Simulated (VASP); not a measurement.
# Na (Fm-3m) in VASP: a series of runs

Runs on Na. Level: PBE. Tasks: single point, relaxation of cell and atoms.

All numbers are computed with VASP 6.6.1; they aren't measurements. Logs are shortened: lines on timing, memory, paths and dates and some standing lists are left out, and cuts for length are marked.

### 1 The cell of the first run

The structure is cubic, space group Fm-3m (No. 225). The conventional cell has a = 3.953 Å, b = 3.953 Å, c = 3.953 Å, α = 90.00°, β = 90.00°, γ = 90.00°. Na (site symmetry m-3m) has 12 Na at 2.79 Å within 3.7 Å.

This isn't the form of Na at room conditions, which is bcc.

### 2 Single point, PBE

Input file INCAR:

```
  ALGO = Normal
  EDIFF = 1E-6
  ENCUT = 520
  GGA = PE
  ISIF = 2
  ISMEAR = -1
  LASPH = T
  LCHARG = T
  LELF = T
  LREAL = F
  LVHAR = T
  LWAVE = F
  NBANDS = 10
  NELM = 100
  PREC = Accurate
  SIGMA = 0.05
```

Input file KPOINTS:

```
k-points
0
Gamma
  17 17 17
```

Input file POSCAR:

```
Na
1.0
    0.0000000000      1.9763059067      1.9763059067
    1.9763059067      0.0000000000      1.9763059067
    1.9763059067      1.9763059067      0.0000000000
Na
1
Direct
    0.0000000000      0.0000000000      0.0000000000
```

Potentials or basis: VASP PAW PBE potentials, release 64 (Na_pv).

The run is started by

```sh
$ cat potpaw_PBE.64/Na_pv/POTCAR > POTCAR
$ mpirun -np 1 vasp_std > vasp.out
```

OUTCAR:

```text
EDIFF = 1E-6
   ENCUT = 520
   GGA = PE
   ISIF = 2
   ISMEAR = -1
   LASPH = T
   LREAL = F
   NELM = 100
   PREC = Accurate

 ion  position               nearest neighbor table
   1  0.000  0.000  0.000-

  LATTYP: Found a face centered cubic cell.
 ALAT       =     3.9526118134

  Lattice vectors:

 A1 = (   0.0000000000,   1.9763059067,   1.9763059067)
 A2 = (   1.9763059067,   0.0000000000,   1.9763059067)
 A3 = (   1.9763059067,   1.9763059067,   0.0000000000)

Analysis of symmetry for initial positions (statically):
=====================================================================
 Subroutine PRICEL returns:
 Original cell was already a primitive cell.

 Routine SETGRP: Setting up the symmetry group for a
 face centered cubic supercell.

 Subroutine GETGRP returns: Found 48 space group operations
 (whereof 48 operations were pure point group operations)
 out of a pool of 48 trial point group operations.

The static configuration has the point symmetry O_h .

Analysis of symmetry for dynamics (positions and initial velocities):
=====================================================================
 Subroutine PRICEL returns:
 Original cell was already a primitive cell.

 Routine SETGRP: Setting up the symmetry group for a
 face centered cubic supercell.

 Subroutine GETGRP returns: Found 48 space group operations
 (whereof 48 operations were pure point group operations)
 out of a pool of 48 trial point group operations.

The dynamic configuration has the point symmetry O_h .

 Subroutine INISYM returns: Found 48 space group operations
 (whereof 48 operations are pure point group operations),
 and found     1 'primitive' translations

----------------------------------------------------------------------------------------

                                     Primitive cell

  volume of cell :      15.4381

  direct lattice vectors                    reciprocal lattice vectors
     0.000000000  1.976305907  1.976305907    -0.252997270  0.252997270  0.252997270
     1.976305907  0.000000000  1.976305907     0.252997270 -0.252997270  0.252997270
     1.976305907  1.976305907  0.000000000     0.252997270  0.252997270 -0.252997270

  length of vectors
     2.794918617  2.794918617  2.794918617     0.438204127  0.438204127  0.438204127

  position of ions in fractional coordinates (direct lattice)
     0.000000000  0.000000000  0.000000000

  ion indices of the primitive-cell ions
   primitive index   ion index
                 1           1

[... 78 lines left out ...]
   ISYM   =      2    0-nonsym 1-usesym 2-fastsym
   POTIM  = 0.5000    time-step for ionic-motion
   TEBEG  =    0.0;   TEEND  =   0.0 temperature during run
   PSTRESS=    0.0 pullay stress
   NELECT =       7.0000    total number of electrons
   NUPDOWN=      -1.0000    fix difference up-down
   EMIN   =  10.00;   EMAX   =-10.00  energy-range for DOS
   EFERMI =   0.00;   METHOD = LEGACY
   ISMEAR =    -1;   SIGMA  =   0.05  broadening in eV -4-tet -1-fermi 0-gaus
   EFERMI_NEDOS =   21; number of points for ismear=-14 and -15
   IALGO  =     38    algorithm
   IMIX   =      4    mixing-type and parameters
     AMIX     =   0.40;   BMIX     =  1.00
     AMIX_MAG =   1.60;   BMIX_MAG =  1.00
  volume/ion in A,a.u.               =      15.44       104.18
  Fermi-wavevector in a.u.,A,eV,Ry     =   1.257699  2.376706 21.521784  1.581806
  Thomas-Fermi vector in A             =   2.391345
   LORBIT       =      0    0 simple, 1 ext, 2 COOP (PROOUT), +10 PAW based schemes
   GGA     = PE    functional components
   LHFCALC =     F    Hartree Fock is set to
   AEXX    =    0.0000 exact exchange contribution
   IVDW    =     0    specifies the selected vdW correction
   LEPSILON=     F    determine dielectric tensor
   LRPA    =     F    only Hartree local field effects (RPA)
 non-spin polarized calculation
  energy-cutoff  :      520.00
  volume of cell :       15.44
 maximum number of plane-waves:       431
 NGX is ok and might be reduce to    24
   NGX = 11   NGY = 11   NGZ = 11

 number of electron       7.0000002 magnetization

 Free energy of the ion-electron system (eV)
  ---------------------------------------------------
  ext. energy  EPLUGINS =         0.00000000
  ---------------------------------------------------
  free energy    TOTEN  =        -0.15339023 eV

  energy without entropy =       -0.15066126  energy(sigma->0) =       -0.15202574

 E-fermi :   4.6789     XC(G=0):  -9.3485

 val. band max:        4.6726852274   @ k =   0.4706   0.2353   0.0000
 cond. band min:       4.7458774945   @ k =   0.4706   0.0588   0.0000
 fundamental gap:      0.0731922672
 Fermi energy:         4.6789081417

 k-point     1 :       0.0000    0.0000    0.0000
  band No.  band energies     occupation
      1     -20.4739      2.00000
      2     -20.4739      2.00000
      3     -20.4739      2.00000
      4      -1.0688      2.00000
      5      21.9815      0.00000
      6      21.9815      0.00000
      7      21.9815      0.00000
      8      24.1170      0.00000
      9      27.3505      0.00000
     10      27.3505      0.00000
[... 287 lines left out ...]
 k-point    24 :      -0.1176    0.0588    0.0000
  band No.  band energies     occupation
      1     -20.5841      2.00000
      2     -20.4984      2.00000
      3     -20.4810      2.00000
      4      -0.3723      2.00000
      5      17.5642      0.00000
      6      20.3564      0.00000
      7      22.4129      0.00000
      8      25.4599      0.00000
      9      25.4693      0.00000
     10      26.9070      0.00000

 [... further k-points ...]

------------------------ aborting loop because EDIFF is reached ----------------------------------------

  FORCE on cell =-STRESS in cart. coord.  units (eV):
  Direction    XX          YY          ZZ          XY          YZ          ZX
  --------------------------------------------------------------------------------------
  -------------------------------------------------------------------------------------
  Total        3.3633565      3.3633565      3.3633565      0.0000000      0.0000000      0.0000000
  in kB      349.0526894    349.0526894    349.0526894      0.0000000      0.0000000      0.0000000
  external PRESSURE =     349.0526894 kB  Pullay stress =       0.0000000 kB

 VOLUME and BASIS-vectors are now :
 -----------------------------------------------------------------------------
  energy-cutoff  :      520.00
  volume of cell :       15.44
      direct lattice vectors                 reciprocal lattice vectors
     0.000000000  1.976305907  1.976305907    -0.252997270  0.252997270  0.252997270
     1.976305907  0.000000000  1.976305907     0.252997270 -0.252997270  0.252997270
     1.976305907  1.976305907  0.000000000     0.252997270  0.252997270 -0.252997270

 POSITION                                       TOTAL-FORCE (eV/Angst)
 -----------------------------------------------------------------------------------
      0.00000      0.00000      0.00000         0.000000      0.000000      0.000000
 -----------------------------------------------------------------------------------
    total drift:                               -0.000000      0.000000      0.000000

  FREE ENERGIE OF THE ION-ELECTRON SYSTEM (eV)
  ---------------------------------------------------
  free  energy   TOTEN  =        -0.1533902264 eV

  energy  without entropy=       -0.1506612593  energy(sigma->0) =       -0.15202574
```

Run time: 17 s. Hardware: 1 thread of Intel Xeon 8259CL, shared host; peak memory 0.14 GiB.

Results:

```yaml
Free_energy: -0.1534 eV
Pressure: 34.9 GPa
Band_gap_on_the_k_mesh: zero (an odd number of electrons rules out a gap without spin polarisation)
```

Caveat: the cell stands under pressure.

### 3 Relaxation of cell and atoms, PBE, target pressure 35 GPa, at which the enthalpy is minimised

Input file INCAR:

```
PREC     = Accurate       # precision mode
ENCUT    = 600            # plane-wave cutoff, eV
EDIFF    = 1E-6           # SCF threshold, eV
ISMEAR   = -1             # smearing method
SIGMA    = 0.05           # smearing width, eV
LREAL    = False          # projectors in reciprocal space
LASPH    = True           # aspherical terms in the spheres
NELM     = 80             # most SCF steps
ALGO     = Normal         # electronic algorithm
ISIF     = 3              # what is computed and relaxed
LWAVE    = False          # write WAVECAR
LCHARG   = False          # write CHGCAR
GGA      = PE             # functional
IBRION   = 2              # ionic algorithm
NSW      = 60             # ionic steps
EDIFFG   = -0.005         # ionic threshold
PSTRESS  = 350.0
```

Input file KPOINTS:

```
regular mesh
0
Gamma
  17 17 17
```

Input file POSCAR:

```
Na
1.0
    0.0000000000      1.9769275205      1.9769275205
    1.9769275205      0.0000000000      1.9769275205
    1.9769275205      1.9769275205      0.0000000000
Na
1
Direct
    0.0000000000      0.0000000000      0.0000000000
```

Potentials or basis: VASP PAW PBE potentials, release 64 (Na_pv).

The run is started by

```sh
$ cat potpaw_PBE.64/Na_pv/POTCAR > POTCAR
$ mpirun -np 1 vasp_std > vasp.out
```

OUTCAR:

```text
PREC = Accurate
   ENCUT = 600
   EDIFF = 1E-6
   ISMEAR = -1
   LREAL = False
   LASPH = True
   NELM = 80
   ISIF = 3
   GGA = PE
   IBRION = 2
   NSW = 60
   EDIFFG = -0.005
   PSTRESS = 350.0

 ion  position               nearest neighbor table
   1  0.000  0.000  0.000-

  LATTYP: Found a face centered cubic cell.
 ALAT       =     3.9538550410

  Lattice vectors:

 A1 = (   0.0000000000,   1.9769275205,   1.9769275205)
 A2 = (   1.9769275205,   0.0000000000,   1.9769275205)
 A3 = (   1.9769275205,   1.9769275205,   0.0000000000)

Analysis of symmetry for initial positions (statically):
=====================================================================
 Subroutine PRICEL returns:
 Original cell was already a primitive cell.

 Routine SETGRP: Setting up the symmetry group for a
 face centered cubic supercell.

 Subroutine GETGRP returns: Found 48 space group operations
 (whereof 48 operations were pure point group operations)
 out of a pool of 48 trial point group operations.

The static configuration has the point symmetry O_h .
[... 165 lines left out ...]
  --------------------------------------------------------------------------------------
  -------------------------------------------------------------------------------------
  Total        3.3546572      3.3546572      3.3546572     -0.0000000     -0.0000000      0.0000000
  in kB      347.8215546    347.8215546    347.8215546     -0.0000000     -0.0000000      0.0000000
  external PRESSURE =      -2.1784454 kB  Pullay stress =     350.0000000 kB
[... 61 lines left out ...]
--------------------------------------- Ionic step        3  -------------------------------------------

 number of electron       7.0000002 magnetization

 Free energy of the ion-electron system (eV)
  ---------------------------------------------------
  ext. energy  EPLUGINS =         0.00000000
  ---------------------------------------------------
  free energy    TOTEN  =        -0.15440968 eV

  energy without entropy =       -0.15168027  energy(sigma->0) =       -0.15304497

 E-fermi :   4.6764     XC(G=0):  -9.3474

 val. band max:        4.6701914667   @ k =   0.4706   0.2353   0.0000
 cond. band min:       4.7433292538   @ k =   0.4706   0.0588   0.0000
 fundamental gap:      0.0731377871
 Fermi energy:         4.6764018442

 k-point     1 :       0.0000    0.0000    0.0000
  band No.  band energies     occupation
      1     -20.4762      2.00000
      2     -20.4762      2.00000
      3     -20.4762      2.00000
      4      -1.0702      2.00000
      5      21.9769      0.00000
      6      21.9769      0.00000
      7      21.9769      0.00000
[... 221 lines left out ...]
 k-point    24 :      -0.1176    0.0588    0.0000
  band No.  band energies     occupation
      1     -20.5863      2.00000
      2     -20.5007      2.00000
      3     -20.4833      2.00000
      4      -0.3739      2.00000
      5      17.5601      0.00000
      6      20.3518      0.00000
      7      22.4082      0.00000

 [... further k-points ...]

------------------------ aborting loop because EDIFF is reached ----------------------------------------

  FORCE on cell =-STRESS in cart. coord.  units (eV):
  Direction    XX          YY          ZZ          XY          YZ          ZX
  --------------------------------------------------------------------------------------
  -------------------------------------------------------------------------------------
  Total        3.3772490      3.3772490      3.3772490     -0.0000000     -0.0000000     -0.0000000
  in kB      350.3943334    350.3943334    350.3943334     -0.0000000     -0.0000000     -0.0000000
  external PRESSURE =       0.3943334 kB  Pullay stress =     350.0000000 kB
[... 20 lines left out ...]
  energy  without entropy=       -0.1516802678  energy(sigma->0) =       -0.15304497

  enthalpy is  TOTEN    =         3.2190385895 eV   P V=        3.3734482686

 reached required accuracy - stopping structural energy minimisation
```

OSZICAR:

```text
N       E                     dE             d eps       ncg     rms          rms(c)
DAV:   1     0.191236169710E+02    0.19124E+02   -0.46986E+03  2310   0.122E+03
DAV:   2     0.365439605901E-01   -0.19087E+02   -0.19062E+02  2590   0.141E+02
DAV:   3    -0.167116766469E+00   -0.20366E+00   -0.20366E+00  2821   0.200E+01
[... 15 lines left out ...]
DAV:   1    -0.154630955854E+00   -0.83009E-02   -0.72283E-03  2310   0.209E+00    0.102E-01
DAV:   2    -0.154466292138E+00    0.16466E-03   -0.20251E-04  2310   0.345E-01    0.517E-02
DAV:   3    -0.154413492408E+00    0.52800E-04   -0.93715E-05  2310   0.222E-01    0.543E-03
DAV:   4    -0.154409701613E+00    0.37908E-05   -0.39125E-06  2310   0.507E-02    0.433E-04
DAV:   5    -0.154409679136E+00    0.22476E-07   -0.15881E-08  1155   0.225E-03
   3 F= 0.32190386E+01 E0= 0.32204033E+01  d E =0.283646E-05
```

CONTCAR:

```text
Na
   1.00000000000000
    -0.0000000000000000    1.9764941458827767    1.9764941458827767
     1.9764941458827767   -0.0000000000000000    1.9764941458827767
     1.9764941458827767    1.9764941458827767    0.0000000000000000
  Na
     1
Direct
     0.0000000000000000    0.0000000000000000    0.0000000000000000

  0.00000000E+00  0.00000000E+00  0.00000000E+00
```

It took 41 s on 1 thread of Intel Xeon 8259CL, shared host; peak memory 0.14 GiB.

What came out:

```yaml
Free_energy: -0.1544 eV
Relaxed_volume: 15.44 Å³/atom
Relaxed_cell: a = 2.795 Å, b = 2.795 Å, c = 2.795 Å, α = 60.00°, β = 60.00°, γ = 60.00°
Space_group_after_relaxing_to_0.1_Å: Fm-3m (No. 225)
Energy_change_on_relaxing_the_run_minimises_the_enthalpy: +2.2 meV/atom
Ionic_steps: 3
Pressure_after_relaxing: 35.0 GPa
Band_gap_on_the_k_mesh: zero (an odd number of electrons rules out a gap without spin polarisation)
```

The path:
| step | energy change (eV) | largest force (eV/Å) | pressure (GPa) | volume (Å³) |
| --- | --- | --- | --- | --- |
| 1 | 0.0000 | 0.0000 | 34.78 | 15.45 |
| 2 | 0.0103 | 0.0000 | 35.36 | 15.41 |
| 3 | 0.0022 | 0.0000 | 35.04 | 15.44 |

Final structure:
```
Na
1.0
     0.00000    1.97649    1.97649
     1.97649    0.00000    1.97649
     1.97649    1.97649    0.00000
Na
1
Direct
  0.00000 0.00000 0.00000
```

Caveat: the cell is relaxed towards a set pressure, so the run minimises the enthalpy, not the energy.

The gap in the log of VASP goes by the Fermi energy; the results here count the filled bands.